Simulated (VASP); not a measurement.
The system is AgBr.

```
CELL_PARAMETERS angstrom
0.00000 2.83768 2.83768
2.83768 0.00000 2.83768
2.83768 2.83768 0.00000
ATOMIC_POSITIONS crystal
Ag 0.00000 0.00000 0.00000
Br 0.50000 0.50000 0.50000
```

Base run:

- Program: VASP 6.6.1
- Functional: HSE06
- Potentials or basis: VASP PAW PBE potentials, release 64 (Ag, Br)
- Cutoff: 400 eV
- k mesh: 6 × 6 × 6
- Occupations: gaussian, width 0.01 eV
- Spin: no spin polarisation

Its results: band gap on the k mesh 1.99 eV (least direct gap 3.97 eV); pressure 3.5 GPa.

Question: The run is repeated on the same cell with these changes: functional from HSE06 to PBEsol; cutoff from 400 eV to 500 eV; occupations from gaussian, width 0.01 eV to gaussian, width 0.02 eV. What comes out?

Answer: Band gap on the k mesh 0.50 eV (least direct gap 2.57 eV); pressure 0.0 GPa.

Caveats: the PAW data sets were made with another functional, which shifts forces and pressure a little; the cell stands under pressure (at least some runs); semilocal functionals underestimate gaps, and a narrow one can read as zero (at least some runs).

A k mesh can miss the band edges.
